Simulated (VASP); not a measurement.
# Pd (Fm-3m) in VASP: a series of runs

The runs below take Pd through single point, relaxation of cell and atoms, with PBEsol.

All numbers are computed with VASP 6.6.1; they aren't measurements. Logs are shortened: lines on timing, memory, paths and dates and some standing lists are left out, and cuts for length are marked.

## 1. The cell of the first run

The structure is cubic, space group Fm-3m (No. 225). Conventional cell: a = 3.875 Å, b = 3.875 Å, c = 3.875 Å, α = 90.00°, β = 90.00°, γ = 90.00°. Within 3.6 Å of Pd (site symmetry m-3m) lie 12 Pd at 2.74 Å.

## 2. Single point, PBEsol

File INCAR:

```
ALGO     = Normal         # electronic algorithm
EDIFF    = 1E-7           # SCF threshold, eV
ENCUT    = 520            # plane-wave cutoff, eV
GGA      = PS             # functional
ISIF     = 2              # what is computed and relaxed
ISMEAR   = -1             # smearing method
LASPH    = True           # aspherical terms in the spheres
LCHARG   = True           # write CHGCAR
LELF     = True           # ELF
LREAL    = False          # projectors in reciprocal space
LVHAR    = True         
LWAVE    = False          # write WAVECAR
NBANDS   = 11             # bands
NELM     = 80             # most SCF steps
PREC     = Accurate       # precision mode
SIGMA    = 0.05           # smearing width, eV
```

File KPOINTS:

```
k-points
0
Gamma
  18 18 18
```

File POSCAR:

```
Pd
1.0
    0.0000000000      1.9376102855      1.9376102855
    1.9376102855      0.0000000000      1.9376102855
    1.9376102855      1.9376102855      0.0000000000
Pd
1
Direct
    0.0000000000      0.0000000000      0.0000000000
```

Potentials or basis: VASP PAW PBE potentials, release 64 (Pd).

Started as:

```bash
cat potpaw_PBE.64/Pd/POTCAR > POTCAR
mpirun -np 1 vasp_std > vasp.out
```

OUTCAR:

```text
EDIFF = 1E-7
   ENCUT = 520
   GGA = PS
   ISIF = 2
   ISMEAR = -1
   LASPH = True
   LREAL = False
   NELM = 80
   PREC = Accurate

 ion  position               nearest neighbor table
   1  0.000  0.000  0.000-

  LATTYP: Found a face centered cubic cell.
 ALAT       =     3.8752205710

  Lattice vectors:

 A1 = (   0.0000000000,   1.9376102855,   1.9376102855)
 A2 = (   1.9376102855,   0.0000000000,   1.9376102855)
 A3 = (   1.9376102855,   1.9376102855,   0.0000000000)

Analysis of symmetry for initial positions (statically):
=====================================================================
 Subroutine PRICEL returns:
 Original cell was already a primitive cell.

 Routine SETGRP: Setting up the symmetry group for a
 face centered cubic supercell.

 Subroutine GETGRP returns: Found 48 space group operations
 (whereof 48 operations were pure point group operations)
 out of a pool of 48 trial point group operations.

The static configuration has the point symmetry O_h .

Analysis of symmetry for dynamics (positions and initial velocities):
=====================================================================
 Subroutine PRICEL returns:
 Original cell was already a primitive cell.

 Routine SETGRP: Setting up the symmetry group for a
 face centered cubic supercell.

 Subroutine GETGRP returns: Found 48 space group operations
 (whereof 48 operations were pure point group operations)
 out of a pool of 48 trial point group operations.

The dynamic configuration has the point symmetry O_h .

 Subroutine INISYM returns: Found 48 space group operations
 (whereof 48 operations are pure point group operations),
 and found     1 'primitive' translations

----------------------------------------------------------------------------------------

                                     Primitive cell

  volume of cell :      14.5489

  direct lattice vectors                    reciprocal lattice vectors
     0.000000000  1.937610285  1.937610285    -0.258049828  0.258049828  0.258049828
     1.937610285  0.000000000  1.937610285     0.258049828 -0.258049828  0.258049828
     1.937610285  1.937610285  0.000000000     0.258049828  0.258049828 -0.258049828

  length of vectors
     2.740194744  2.740194744  2.740194744     0.446955412  0.446955412  0.446955412

  position of ions in fractional coordinates (direct lattice)
     0.000000000  0.000000000  0.000000000

  ion indices of the primitive-cell ions
   primitive index   ion index
                 1           1

----------------------------------------------------------------------------------------

 KPOINTS: k-points

Automatic generation of k-mesh.
 Grid dimensions read from file:
 generate k-points for:   18   18   18

 Generating k-lattice:

  Cartesian coordinates                     Fractional coordinates (reciprocal lattice)
    -0.014336102  0.014336102  0.014336102     0.055555556  0.000000000  0.000000000
     0.014336102 -0.014336102  0.014336102     0.000000000  0.055555556  0.000000000
     0.014336102  0.014336102 -0.014336102     0.000000000  0.000000000  0.055555556

  Length of vectors
     0.024830856  0.024830856  0.024830856

  Shift w.r.t. Gamma in fractional coordinates (k-lattice)
     0.000000000  0.000000000  0.000000000

 Subroutine IBZKPT returns following result:
 ===========================================

 Found    195 irreducible k-points:

 Following reciprocal coordinates:
            Coordinates               Weight
  0.000000  0.000000  0.000000      1.000000
  0.055556  0.000000  0.000000      8.000000
  0.111111  0.000000  0.000000      8.000000
  0.166667  0.000000  0.000000      8.000000
  0.222222  0.000000  0.000000      8.000000
  0.277778  0.000000  0.000000      8.000000
[... 16 lines left out ...]
 -0.277778  0.055556  0.000000     24.000000
 -0.222222  0.055556  0.000000     24.000000
 [... further k-points ...]
   k-points           NKPTS =    195   k-points in BZ     NKDIM =    195   number of bands    NBANDS=     11
   number of dos      NEDOS =    301   number of ions     NIONS =      1
   total plane-waves  NPLWV =   8000
   dimension x,y,z NGX =    20 NGY =   20 NGZ =   20
   dimension x,y,z NGXF=    40 NGYF=   40 NGZF=   40
   ions per type =               1
   NGX,Y,Z   is equivalent  to a cutoff of  12.13, 12.13, 12.13 a.u.
   NGXF,Y,Z  is equivalent  to a cutoff of  24.27, 24.27, 24.27 a.u.
 SYSTEM =  unknown system
   PREC   = accura    normal or accurate (medium, high low for compatibility)
   ISTART =      0    job   : 0-new  1-cont  2-samecut
   ICHARG =      2    charge: 1-file 2-atom 10-const
   ISPIN  =      1    spin polarized calculation?
   LNONCOLLINEAR =      F non collinear calculations
   LSORBIT =      F    spin-orbit coupling
   LASPH  =      T    aspherical Exc in radial PAW
   ENCUT  =  520.0 eV  38.22 Ry    6.18 a.u.   5.09  5.09  5.09*2*pi/ulx,y,z
   NELM   =     80;   NELMIN=  2; NELMDL= -5     # of ELM steps
   EDIFF  = 0.1E-06   stopping-criterion for ELM
   LREAL  =      F    real-space projection
   EDIFFG = 0.1E-05   stopping-criterion for IOM
   NSW    =      0    number of steps for IOM
   IBRION =     -1    ionic relax: 0-MD 1-quasi-New 2-CG
   NFREE  =      0    steps in history (QN), initial steepest desc. (CG)
   ISIF   =      2    stress and relaxation
   ISYM   =      2    0-nonsym 1-usesym 2-fastsym
   POTIM  = 0.5000    time-step for ionic-motion
   TEBEG  =    0.0;   TEEND  =   0.0 temperature during run
   PSTRESS=    0.0 pullay stress
   NELECT =      10.0000    total number of electrons
   NUPDOWN=      -1.0000    fix difference up-down
   EMIN   =  10.00;   EMAX   =-10.00  energy-range for DOS
   EFERMI =   0.00;   METHOD = LEGACY
   ISMEAR =    -1;   SIGMA  =   0.05  broadening in eV -4-tet -1-fermi 0-gaus
   EFERMI_NEDOS =   21; number of points for ismear=-14 and -15
   IALGO  =     38    algorithm
   IMIX   =      4    mixing-type and parameters
     AMIX     =   0.40;   BMIX     =  1.00
     AMIX_MAG =   1.60;   BMIX_MAG =  1.00
  volume/ion in A,a.u.               =      14.55        98.18
  Fermi-wavevector in a.u.,A,eV,Ry     =   1.444769  2.730217 28.400221  2.087357
  Thomas-Fermi vector in A             =   2.563026
   LORBIT       =      0    0 simple, 1 ext, 2 COOP (PROOUT), +10 PAW based schemes
   GGA     = PS    functional components
   LHFCALC =     F    Hartree Fock is set to
   AEXX    =    0.0000 exact exchange contribution
   IVDW    =     0    specifies the selected vdW correction
   LEPSILON=     F    determine dielectric tensor
   LRPA    =     F    only Hartree local field effects (RPA)
 non-spin polarized calculation
  energy-cutoff  :      520.00
  volume of cell :       14.55
 maximum number of plane-waves:       403
   NGX = 11   NGY = 11   NGZ = 11

 number of electron      10.0000002 magnetization

 Free energy of the ion-electron system (eV)
  ---------------------------------------------------
  ext. energy  EPLUGINS =         0.00000000
  ---------------------------------------------------
  free energy    TOTEN  =        -5.97302337 eV

  energy without entropy =       -5.95519792  energy(sigma->0) =       -5.96411064

 E-fermi :   9.8612     XC(G=0): -13.4658

 val. band max:        9.8582534840   @ k =   0.5000   0.1111   0.0000
 cond. band min:       9.8614931505   @ k =   0.4444   0.1667   0.0000
 fundamental gap:      0.0032396665
 Fermi energy:         9.8611775597

 k-point     1 :       0.0000    0.0000    0.0000
  band No.  band energies     occupation
      1       2.5067      2.00000
      2       6.9368      2.00000
      3       6.9368      2.00000
      4       6.9368      2.00000
      5       8.6064      2.00000
      6       8.6064      2.00000
      7      26.9870      0.00000
      8      31.8357      0.00000
      9      31.8357      0.00000
     10      31.8357      0.00000
     11      35.9025      0.00000

 k-point     2 :       0.0556    0.0000    0.0000
  band No.  band energies     occupation
      1       2.6207      2.00000
      2       6.8950      2.00000
      3       6.9771      2.00000
      4       6.9771      2.00000
      5       8.5866      2.00000
      6       8.5866      2.00000
      7      27.1130      0.00000
      8      31.0737      0.00000
      9      31.9699      0.00000
     10      31.9699      0.00000
     11      35.9482      0.00000

 k-point     3 :       0.1111    0.0000    0.0000
  band No.  band energies     occupation
      1       2.9498      2.00000
      2       6.7903      2.00000
      3       7.0823      2.00000
      4       7.0823      2.00000
      5       8.5448      2.00000
      6       8.5448      2.00000
      7      27.4012      0.00000
      8      29.5300      0.00000
      9      32.3515      0.00000
     10      32.3515      0.00000
     11      35.9765      0.00000

 k-point     4 :       0.1667    0.0000    0.0000
  band No.  band energies     occupation
      1       3.4469      2.00000
      2       6.6908      2.00000
      3       7.2006      2.00000
      4       7.2006      2.00000
      5       8.5376      2.00000
      6       8.5376      2.00000
      7      27.1408      0.00000
      8      28.3242      0.00000
      9      32.9091      0.00000
     10      32.9091      0.00000
     11      36.0198      0.00000
[... 239 lines left out ...]
 k-point    22 :      -0.3333    0.0556    0.0000
  band No.  band energies     occupation
      1       4.5879      2.00000
      2       7.0269      2.00000
      3       7.1125      2.00000
      4       8.0557      2.00000
      5       9.1383      2.00000
      6       9.8696      0.91622
      7      20.7493      0.00000
      8      27.1499      0.00000
      9      31.0441      0.00000
     10      33.1290      0.00000
     11      35.8723      0.00000

 k-point    23 :      -0.2778    0.0556    0.0000
  band No.  band energies     occupation
      1       4.5398      2.00000
      2       7.0805      2.00000
      3       7.2272      2.00000
      4       7.2932      2.00000
      5       8.7724      2.00000
      6       9.3902      1.99984
      7      22.7878      0.00000
      8      27.6699      0.00000
      9      31.6925      0.00000
     10      34.6199      0.00000
     11      35.0415      0.00000

 k-point    24 :      -0.2222    0.0556    0.0000
  band No.  band energies     occupation
      1       4.2458      2.00000
      2       6.6945      2.00000
      3       7.2705      2.00000
      4       7.3073      2.00000
      5       8.4776      2.00000
      6       9.0175      2.00000
      7      24.8305      0.00000
      8      28.0855      0.00000
      9      32.1478      0.00000
     10      34.4882      0.00000
     11      34.9181      0.00000

 [... further k-points ...]

------------------------ aborting loop because EDIFF is reached ----------------------------------------

  FORCE on cell =-STRESS in cart. coord.  units (eV):
  Direction    XX          YY          ZZ          XY          YZ          ZX
  --------------------------------------------------------------------------------------
  -------------------------------------------------------------------------------------
  Total       -0.0292687     -0.0292687     -0.0292687      0.0000000      0.0000000      0.0000000
  in kB       -3.2231773     -3.2231773     -3.2231773      0.0000000      0.0000000      0.0000000
  external PRESSURE =      -3.2231773 kB  Pullay stress =       0.0000000 kB

 VOLUME and BASIS-vectors are now :
 -----------------------------------------------------------------------------
  energy-cutoff  :      520.00
  volume of cell :       14.55
      direct lattice vectors                 reciprocal lattice vectors
     0.000000000  1.937610285  1.937610285    -0.258049828  0.258049828  0.258049828
     1.937610285  0.000000000  1.937610285     0.258049828 -0.258049828  0.258049828
     1.937610285  1.937610285  0.000000000     0.258049828  0.258049828 -0.258049828

 POSITION                                       TOTAL-FORCE (eV/Angst)
 -----------------------------------------------------------------------------------
      0.00000      0.00000      0.00000         0.000000      0.000000     -0.000000
 -----------------------------------------------------------------------------------
    total drift:                               -0.000000     -0.000000     -0.000000

  FREE ENERGIE OF THE ION-ELECTRON SYSTEM (eV)
  ---------------------------------------------------
  free  energy   TOTEN  =        -5.9730233709 eV

  energy  without entropy=       -5.9551979170  energy(sigma->0) =       -5.96411064
```

It took 24 s on 1 thread of AMD EPYC 7R43 (Zen 3), shared host; peak memory 0.11 GiB.

Results:

* Free energy: -5.9730 eV
* Pressure: -0.3 GPa
* Band gap on the k mesh: zero (band 5 reaches 10.16 eV, above the bottom of band 6 at 8.54 eV)

Levels at points of the mesh, in eV from the Fermi level:
| k point | band 1 | band 2 | band 3 | band 4 | band 5 | band 6 | band 7 | band 8 | band 9 | band 10 |
| --- | --- | --- | --- | --- | --- | --- | --- | --- | --- | --- |
| (0.00, 0.00, 0.00) | -7.35 | -2.92 | -2.92 | -2.92 | -1.25 | -1.25 | 17.13 | 21.97 | 21.97 | 21.97 |
| (0.50, 0.00, 0.00) | -5.46 | -2.97 | -2.97 | -0.02 | -0.02 | 0.88 | 7.37 | 16.49 | 21.14 | 21.14 |
| (0.50, 0.50, 0.00) | -5.55 | -5.25 | -0.05 | 0.30 | 0.30 | 3.24 | 10.85 | 13.18 | 13.18 | 21.68 |

Caveat: the PAW data sets were made with another functional, which shifts forces and pressure a little.

## 3. Relaxation of cell and atoms, PBEsol

This run uses another cell than the first one, of 14.75 Å³/atom, 1.014 times its volume.

File INCAR:

```
ALGO = Normal
EDIFF = 1E-7
EDIFFG = -0.01
ENCUT = 600
GGA = PS
IBRION = 2
ISIF = 3
ISMEAR = -1
LASPH = T
LCHARG = F
LREAL = F
LWAVE = F
NELM = 80
NSW = 80
PREC = Accurate
SIGMA = 0.05
```

KPOINTS is that of step 2.

File POSCAR:

```
Pd
1.0
    0.0000000000      1.9465000000      1.9465000000
    1.9465000000      0.0000000000      1.9465000000
    1.9465000000      1.9465000000      0.0000000000
Pd
1
Direct
    0.0000000000      0.0000000000      0.0000000000
```

Potentials or basis: VASP PAW PBE potentials, release 64 (Pd).

Started as:

```bash
cat potpaw_PBE.64/Pd/POTCAR > POTCAR
mpirun -np 1 vasp_std > vasp.out
```

OUTCAR:

```text
EDIFF = 1E-7
   EDIFFG = -0.01
   ENCUT = 600
   GGA = PS
   IBRION = 2
   ISIF = 3
   ISMEAR = -1
   LASPH = T
   LREAL = F
   NELM = 80
   NSW = 80
   PREC = Accurate

 ion  position               nearest neighbor table
   1  0.000  0.000  0.000-

  LATTYP: Found a face centered cubic cell.
 ALAT       =     3.8930000000

  Lattice vectors:

 A1 = (   0.0000000000,   1.9465000000,   1.9465000000)
 A2 = (   1.9465000000,   0.0000000000,   1.9465000000)
 A3 = (   1.9465000000,   1.9465000000,   0.0000000000)

Analysis of symmetry for initial positions (statically):
=====================================================================
 Subroutine PRICEL returns:
 Original cell was already a primitive cell.

 Routine SETGRP: Setting up the symmetry group for a
 face centered cubic supercell.

 Subroutine GETGRP returns: Found 48 space group operations
[... 210 lines left out ...]
 k-point     1 :       0.0000    0.0000    0.0000
  band No.  band energies     occupation
      1       2.7634      2.00000
      2       7.2800      2.00000
      3       7.2800      2.00000
      4       7.2800      2.00000
      5       9.0249      2.00000
      6       9.0249      2.00000
      7      27.4637      0.00000
      8      32.4688      0.00000
      9      32.4688      0.00000
[... 310 lines left out ...]
--------------------------------------- Ionic step        3  -------------------------------------------

 number of electron      10.0000000 magnetization

 Free energy of the ion-electron system (eV)
  ---------------------------------------------------
  ext. energy  EPLUGINS =         0.00000000
  ---------------------------------------------------
  free energy    TOTEN  =        -5.97354639 eV

  energy without entropy =       -5.95576244  energy(sigma->0) =       -5.96465442

 E-fermi :   9.8892     XC(G=0): -13.4758

 val. band max:        9.8864041905   @ k =   0.5000   0.1111   0.0000
 cond. band min:       9.8896439032   @ k =   0.4444   0.1667   0.0000
 fundamental gap:      0.0032397127
 Fermi energy:         9.8891911177

 k-point     1 :       0.0000    0.0000    0.0000
  band No.  band energies     occupation
      1       2.5221      2.00000
      2       6.9568      2.00000
      3       6.9568      2.00000
      4       6.9568      2.00000
      5       8.6310      2.00000
      6       8.6310      2.00000
      7      27.0157      0.00000
      8      31.8738      0.00000
      9      31.8738      0.00000
[... 304 lines left out ...]
  FREE ENERGIE OF THE ION-ELECTRON SYSTEM (eV)
  ---------------------------------------------------
  free  energy   TOTEN  =        -5.9735463942 eV

  energy  without entropy=       -5.9557624380  energy(sigma->0) =       -5.96465442

 reached required accuracy - stopping structural energy minimisation
```

OSZICAR:

```text
N       E                     dE             d eps       ncg     rms          rms(c)
DAV:   1     0.422406716470E+02    0.42241E+02   -0.58020E+03  3518   0.117E+03
DAV:   2    -0.595432039215E+01   -0.48195E+02   -0.46942E+02  3803   0.205E+02
[... 22 lines left out ...]
DAV:   1    -0.605244927723E+01   -0.85046E-01   -0.15983E+00  3558   0.145E+01    0.189E+00
DAV:   2    -0.597406521751E+01    0.78384E-01   -0.38889E-01  3539   0.573E+00    0.540E-01
DAV:   3    -0.597351283640E+01    0.55238E-03   -0.26428E-03  4036   0.403E-01    0.320E-01
DAV:   4    -0.597353594454E+01   -0.23108E-04   -0.84608E-04  3910   0.249E-01    0.166E-02
DAV:   5    -0.597354532528E+01   -0.93807E-05   -0.11959E-05  4203   0.248E-02    0.986E-03
DAV:   6    -0.597354642927E+01   -0.11040E-05   -0.61184E-07  3966   0.859E-03    0.642E-04
DAV:   7    -0.597354639421E+01    0.35062E-07   -0.39458E-09  2142   0.717E-04
   3 F= -.59735464E+01 E0= -.59646544E+01  d E =-.218834E-02
```

It took 65 s on 1 thread of AMD EPYC 7R43 (Zen 3), shared host; peak memory 0.14 GiB.

Results:

- Free energy: -5.9735 eV
- Relaxed volume: 14.53 Å³/atom
- Relaxed cell: a = 2.739 Å, b = 2.739 Å, c = 2.739 Å, α = 60.00°, β = 60.00°, γ = 60.00°
- Space group after relaxing (to 0.05 Å): Fm-3m (No. 225)
- Energy gained by relaxing: 2.2 meV/atom
- Ionic steps: 3
- Pressure after relaxing: 0.0 GPa
- Band gap on the k mesh: zero (band 5 reaches 10.19 eV, above the bottom of band 6 at 8.56 eV)

Step by step:
| step | energy change (eV) | largest force (eV/Å) | pressure (GPa) | volume (Å³) |
| --- | --- | --- | --- | --- |
| 1 | 0.0000 | 0.0000 | -3.04 | 14.75 |
| 2 | 0.0040 | 0.0000 | 5.58 | 14.16 |
| 3 | -0.0022 | 0.0000 | -0.02 | 14.53 |

Final structure:
```
Pd
1.0
     0.00000    1.93656    1.93656
     1.93656    0.00000    1.93656
     1.93656    1.93656    0.00000
Pd
1
Direct
  0.00000 0.00000 0.00000
```

Levels at points of the mesh, in eV from the Fermi level:
```
           k point  band 3  band 4  band 5  band 6  band 7  band 8
(0.00, 0.00, 0.00)   -2.93   -2.93   -1.26   -1.26   17.13   21.98
(0.50, 0.00, 0.00)   -2.98   -0.02   -0.02    0.88    7.38   16.49
(0.50, 0.50, 0.00)   -0.05    0.30    0.30    3.24   10.87   13.19
```

Caveat: the PAW data sets were made with another functional, which shifts forces and pressure a little.
